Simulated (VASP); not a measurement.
# Hf4N (F-43m) in VASP: notebook

Runs on Hf4N. Level: PBE. Tasks: single point, relaxation of cell and atoms.

Program: VASP 6.6.1. These are calculated values, not measurements. Logs are shortened: lines on timing, memory, paths and dates and some standing lists are left out, and cuts for length are marked.

## (1) The cell of the first run

Symmetry: F-43m, No. 216, cubic system. The conventional cell has a = 7.121 Å, b = 7.121 Å, c = 7.121 Å, α = 90.00°, β = 90.00°, γ = 90.00°. Hf (site symmetry 3m) has 1 N at 1.73 Å and 3 Hf at 2.22 Å within 2.3 Å. N (site symmetry -43m) has 4 Hf at 1.73 Å within 2.3 Å.

The cell was built from a structure type or drawn by symmetry, and may not be a known phase.

## (2) Single point, PBE

INCAR

```
  PREC = Accurate
  ENCUT = 520
  EDIFF = 1E-7
  ISMEAR = 0
  SIGMA = 0.1
  LREAL = F
  LASPH = T
  NELM = 100
  ALGO = Normal
  ISIF = 2
  LWAVE = F
  LCHARG = F
  GGA = PE
  NBANDS = 30
```

KPOINTS

```
Automatic mesh
0
Gamma
  4 4 4
```

POSCAR

```
Hf4N
1.0
    0.0000000000      3.5604279700      3.5604279700
    3.5604279700      0.0000000000      3.5604279700
    3.5604279700      3.5604279700      0.0000000000
Hf N
4 1
Direct
    0.1100682300      0.1100682300      0.1100682300
    0.1100682300      0.1100682300      0.6697953000
    0.1100682300      0.6697953000      0.1100682300
    0.6697953000      0.1100682300      0.1100682300
    0.2500000000      0.2500000000      0.2500000000
```

Potentials or basis: VASP PAW PBE potentials, release 64 (Hf_pv, N).

Launch:

```bash
$ cat potpaw_PBE.64/Hf_pv/POTCAR potpaw_PBE.64/N/POTCAR > POTCAR
$ mpirun -np 1 vasp_std > vasp.out
```

OUTCAR:

```text
PREC = Accurate
   ENCUT = 520
   EDIFF = 1E-7
   ISMEAR = 0
   LREAL = F
   LASPH = T
   NELM = 100
   ISIF = 2
   GGA = PE

 ion  position               nearest neighbor table
   1  0.110  0.110  0.110-   5 1.73   3 2.22   4 2.22   2 2.22   3 2.82   2 2.82   4 2.82
   2  0.110  0.110  0.670-   5 1.73   3 2.22   4 2.22   1 2.22   4 2.82   3 2.82   1 2.82
   3  0.110  0.670  0.110-   5 1.73   2 2.22   4 2.22   1 2.22   4 2.82   2 2.82   1 2.82
   4  0.670  0.110  0.110-   5 1.73   2 2.22   3 2.22   1 2.22   3 2.82   2 2.82   1 2.82
   5  0.250  0.250  0.250-   2 1.73   3 1.73   4 1.73   1 1.73

  LATTYP: Found a face centered cubic cell.
 ALAT       =     7.1208559400

  Lattice vectors:

 A1 = (   0.0000000000,   3.5604279700,   3.5604279700)
 A2 = (   3.5604279700,   0.0000000000,   3.5604279700)
 A3 = (   3.5604279700,   3.5604279700,   0.0000000000)

Analysis of symmetry for initial positions (statically):
=====================================================================
 Subroutine PRICEL returns:
 Original cell was already a primitive cell.

 Routine SETGRP: Setting up the symmetry group for a
 face centered cubic supercell.

 Subroutine GETGRP returns: Found 24 space group operations
 (whereof 24 operations were pure point group operations)
 out of a pool of 48 trial point group operations.

The static configuration has the point symmetry T_d .

Analysis of symmetry for dynamics (positions and initial velocities):
=====================================================================
 Subroutine PRICEL returns:
 Original cell was already a primitive cell.

 Routine SETGRP: Setting up the symmetry group for a
 face centered cubic supercell.

 Subroutine GETGRP returns: Found 24 space group operations
 (whereof 24 operations were pure point group operations)
 out of a pool of 48 trial point group operations.

The dynamic configuration has the point symmetry T_d .

 Subroutine INISYM returns: Found 24 space group operations
 (whereof 24 operations are pure point group operations),
 and found     1 'primitive' translations

----------------------------------------------------------------------------------------

                                     Primitive cell

  volume of cell :      90.2686

  direct lattice vectors                    reciprocal lattice vectors
     0.000000000  3.560427970  3.560427970    -0.140432556  0.140432556  0.140432556
     3.560427970  0.000000000  3.560427970     0.140432556 -0.140432556  0.140432556
     3.560427970  3.560427970  0.000000000     0.140432556  0.140432556 -0.140432556

  length of vectors
     5.035205523  5.035205523  5.035205523     0.243236322  0.243236322  0.243236322

  position of ions in fractional coordinates (direct lattice)
     0.110068230  0.110068230  0.110068230
     0.110068230  0.110068230  0.669795300
     0.110068230  0.669795300  0.110068230
     0.669795300  0.110068230  0.110068230
     0.250000000  0.250000000  0.250000000

  ion indices of the primitive-cell ions
   primitive index   ion index
                 1           1
                 2           2
                 3           3
                 4           4
                 5           5

----------------------------------------------------------------------------------------

 KPOINTS: Automatic mesh

Automatic generation of k-mesh.
 Grid dimensions read from file:
 generate k-points for:    4    4    4

 Generating k-lattice:

  Cartesian coordinates                     Fractional coordinates (reciprocal lattice)
    -0.035108139  0.035108139  0.035108139     0.250000000  0.000000000  0.000000000
     0.035108139 -0.035108139  0.035108139     0.000000000  0.250000000  0.000000000
     0.035108139  0.035108139 -0.035108139     0.000000000  0.000000000  0.250000000

  Length of vectors
     0.060809080  0.060809080  0.060809080

  Shift w.r.t. Gamma in fractional coordinates (k-lattice)
     0.000000000  0.000000000  0.000000000

 Subroutine IBZKPT returns following result:
 ===========================================

 Found      8 irreducible k-points:

 Following reciprocal coordinates:
            Coordinates               Weight
  0.000000  0.000000  0.000000      1.000000
  0.250000  0.000000  0.000000      8.000000
  0.500000  0.000000  0.000000      4.000000
  0.250000  0.250000  0.000000      6.000000
  0.500000  0.250000  0.000000     24.000000
 -0.250000  0.250000  0.000000     12.000000
  0.500000  0.500000  0.000000      3.000000
 -0.250000  0.500000  0.250000      6.000000
   k-points           NKPTS =      8   k-points in BZ     NKDIM =      8   number of bands    NBANDS=     30
   number of dos      NEDOS =    301   number of ions     NIONS =      5
   total plane-waves  NPLWV =  64000
   dimension x,y,z NGX =    40 NGY =   40 NGZ =   40
   dimension x,y,z NGXF=    80 NGYF=   80 NGZF=   80
   ions per type =               4   1
   NGX,Y,Z   is equivalent  to a cutoff of  13.21, 13.21, 13.21 a.u.
   NGXF,Y,Z  is equivalent  to a cutoff of  26.41, 26.41, 26.41 a.u.
 SYSTEM =  unknown system
   PREC   = accura    normal or accurate (medium, high low for compatibility)
   ISTART =      0    job   : 0-new  1-cont  2-samecut
   ICHARG =      2    charge: 1-file 2-atom 10-const
   ISPIN  =      1    spin polarized calculation?
   LNONCOLLINEAR =      F non collinear calculations
   LSORBIT =      F    spin-orbit coupling
   LASPH  =      T    aspherical Exc in radial PAW
   ENCUT  =  520.0 eV  38.22 Ry    6.18 a.u.   9.36  9.36  9.36*2*pi/ulx,y,z
   NELM   =    100;   NELMIN=  2; NELMDL= -5     # of ELM steps
   EDIFF  = 0.1E-06   stopping-criterion for ELM
   LREAL  =      F    real-space projection
   EDIFFG = 0.1E-05   stopping-criterion for IOM
   NSW    =      0    number of steps for IOM
   IBRION =     -1    ionic relax: 0-MD 1-quasi-New 2-CG
   NFREE  =      0    steps in history (QN), initial steepest desc. (CG)
   ISIF   =      2    stress and relaxation
   ISYM   =      2    0-nonsym 1-usesym 2-fastsym
   POTIM  = 0.5000    time-step for ionic-motion
   TEBEG  =    0.0;   TEEND  =   0.0 temperature during run
   PSTRESS=    0.0 pullay stress
   NELECT =      45.0000    total number of electrons
   NUPDOWN=      -1.0000    fix difference up-down
   EMIN   =  10.00;   EMAX   =-10.00  energy-range for DOS
   EFERMI =   0.00;   METHOD = LEGACY
   ISMEAR =     0;   SIGMA  =   0.10  broadening in eV -4-tet -1-fermi 0-gaus
   EFERMI_NEDOS =   21; number of points for ismear=-14 and -15
   IALGO  =     38    algorithm
   IMIX   =      4    mixing-type and parameters
     AMIX     =   0.40;   BMIX     =  1.00
     AMIX_MAG =   1.60;   BMIX_MAG =  1.00
  volume/ion in A,a.u.               =      18.05       121.83
  Fermi-wavevector in a.u.,A,eV,Ry     =   1.298076  2.453008 22.925836  1.685001
  Thomas-Fermi vector in A             =   2.429428
   LORBIT       =      0    0 simple, 1 ext, 2 COOP (PROOUT), +10 PAW based schemes
   GGA     = PE    functional components
   LHFCALC =     F    Hartree Fock is set to
   AEXX    =    0.0000 exact exchange contribution
   IVDW    =     0    specifies the selected vdW correction
   LEPSILON=     F    determine dielectric tensor
   LRPA    =     F    only Hartree local field effects (RPA)
 non-spin polarized calculation
 Gauss-broadening in eV      SIGMA  =   0.10
  energy-cutoff  :      520.00
  volume of cell :       90.27
 maximum number of plane-waves:      2468
 NGX is ok and might be reduce to    40
   NGX = 19   NGY = 19   NGZ = 19

 number of electron      44.9999997 magnetization

 Free energy of the ion-electron system (eV)
  ---------------------------------------------------
  ext. energy  EPLUGINS =         0.00000000
  ---------------------------------------------------
  free energy    TOTEN  =       -22.67765466 eV

  energy without entropy =      -22.66193215  energy(sigma->0) =      -22.66979340

 E-fermi :   4.3401     XC(G=0): -10.9083

 val. band max:        4.3313294560   @ k =  -0.2500   0.2500   0.0000
 cond. band min:       4.6449771492   @ k =   0.5000   0.2500   0.0000
 fundamental gap:      0.3136476932
 Fermi energy:         4.3400968827

 k-point     1 :       0.0000    0.0000    0.0000
  band No.  band energies     occupation
      1     -31.5421      2.00000
      2     -27.7842      2.00000
      3     -27.7842      2.00000
      4     -27.7842      2.00000
      5     -26.3834      2.00000
      6     -26.3834      2.00000
[... 22 lines left out ...]
     29      10.3971      0.00000
     30      10.4063      0.00000

 k-point     2 :       0.2500    0.0000    0.0000
  band No.  band energies     occupation
      1     -31.2078      2.00000
      2     -27.8236      2.00000
      3     -27.6606      2.00000
      4     -27.6606      2.00000
      5     -26.3310      2.00000
      6     -26.3310      2.00000
[... 22 lines left out ...]
     29       9.3243      0.00000
     30       9.9226      0.00000

 k-point     3 :       0.5000    0.0000    0.0000
  band No.  band energies     occupation
      1     -30.7955      2.00000
      2     -27.8956      2.00000
      3     -27.5299      2.00000
      4     -27.5299      2.00000
      5     -26.2445      2.00000
      6     -26.2445      2.00000
[... 22 lines left out ...]
     29       7.3388      0.00000
     30       7.3388      0.00000

 k-point     4 :       0.2500    0.2500    0.0000
  band No.  band energies     occupation
      1     -31.0748      2.00000
      2     -27.9912      2.00000
      3     -27.5493      2.00000
      4     -27.5493      2.00000
      5     -26.3937      2.00000
      6     -26.2487      2.00000
[... 22 lines left out ...]
     29       9.0554      0.00000
     30       9.4794      0.00000

 k-point     5 :       0.5000    0.2500    0.0000
  band No.  band energies     occupation
      1     -30.5999      2.00000
      2     -28.2084      2.00000
      3     -27.3943      2.00000
      4     -27.3873      2.00000
      5     -26.3582      2.00000
      6     -26.1879      2.00000
[... 22 lines left out ...]
     29       7.9756      0.00000
     30       8.0840      0.00000

 k-point     6 :      -0.2500    0.2500    0.0000
  band No.  band energies     occupation
      1     -30.7807      2.00000
      2     -28.0458      2.00000
      3     -27.5131      2.00000
      4     -27.4558      2.00000
      5     -26.3080      2.00000
      6     -26.2823      2.00000
[... 22 lines left out ...]
     29       7.9342      0.00000
     30       8.9191      0.00000

 k-point     7 :       0.5000    0.5000    0.0000
  band No.  band energies     occupation
      1     -30.3797      2.00000
      2     -28.4521      2.00000
      3     -27.2488      2.00000
      4     -27.2488      2.00000
      5     -26.3905      2.00000
      6     -26.0863      2.00000
[... 22 lines left out ...]
     29       6.7814      0.00000
     30       7.8499      0.00000

 k-point     8 :      -0.2500    0.5000    0.2500
  band No.  band energies     occupation
      1     -30.3771      2.00000
      2     -28.4067      2.00000
      3     -27.3808      2.00000
      4     -27.2526      2.00000
      5     -26.3862      2.00000
      6     -26.1739      2.00000
[... 22 lines left out ...]
     29       6.9279      0.00000
     30       8.6516      0.00000

------------------------ aborting loop because EDIFF is reached ----------------------------------------

  FORCE on cell =-STRESS in cart. coord.  units (eV):
  Direction    XX          YY          ZZ          XY          YZ          ZX
  --------------------------------------------------------------------------------------
  -------------------------------------------------------------------------------------
  Total       60.9410126     60.9410126     60.9410126     -0.0000000     -0.0000000      0.0000000
  in kB     1081.6422448   1081.6422448   1081.6422448     -0.0000000     -0.0000000      0.0000000
  external PRESSURE =    1081.6422448 kB  Pullay stress =       0.0000000 kB

 VOLUME and BASIS-vectors are now :
 -----------------------------------------------------------------------------
  energy-cutoff  :      520.00
  volume of cell :       90.27
      direct lattice vectors                 reciprocal lattice vectors
     0.000000000  3.560427970  3.560427970    -0.140432556  0.140432556  0.140432556
     3.560427970  0.000000000  3.560427970     0.140432556 -0.140432556  0.140432556
     3.560427970  3.560427970  0.000000000     0.140432556  0.140432556 -0.140432556

 POSITION                                       TOTAL-FORCE (eV/Angst)
 -----------------------------------------------------------------------------------
      0.78378      0.78378      0.78378         1.349481      1.349481      1.349481
      2.77665      2.77665      0.78378        -1.349481     -1.349481      1.349481
      2.77665      0.78378      2.77665        -1.349481      1.349481     -1.349481
      0.78378      2.77665      2.77665         1.349481     -1.349481     -1.349481
      1.78021      1.78021      1.78021        -0.000000     -0.000000     -0.000000
 -----------------------------------------------------------------------------------
    total drift:                                0.000023      0.000023      0.000023

  FREE ENERGIE OF THE ION-ELECTRON SYSTEM (eV)
  ---------------------------------------------------
  free  energy   TOTEN  =       -22.6776546587 eV

  energy  without entropy=      -22.6619321488  energy(sigma->0) =      -22.66979340
```

Wall time 19 s (1 thread of Intel Xeon 6975P-C (Granite Rapids), shared host); peak memory 0.23 GiB.

What came out:

```
Free energy            : -22.6777 eV
Pressure               : 108.2 GPa
Largest force          : 2.337 eV/Å
Band gap on the k mesh : zero (an odd number of electrons rules out a gap without spin polarisation)
```

Forces on the atoms (eV/Å):
```
Hf   1.349  1.349  1.349
Hf  -1.349 -1.349  1.349
Hf  -1.349  1.349 -1.349
Hf   1.349 -1.349 -1.349
N    0.000  0.000  0.000
```

Caveat: the k points lie up to 0.38 Å⁻¹ apart, too coarse for converged energies and pressures of a metal; spin-orbit coupling is left out, which moves the levels of the heavy elements; forces of over 1 eV/Å act on the atoms, so gaps and moduli don't describe the material at rest.

[end of part 1 of 2]
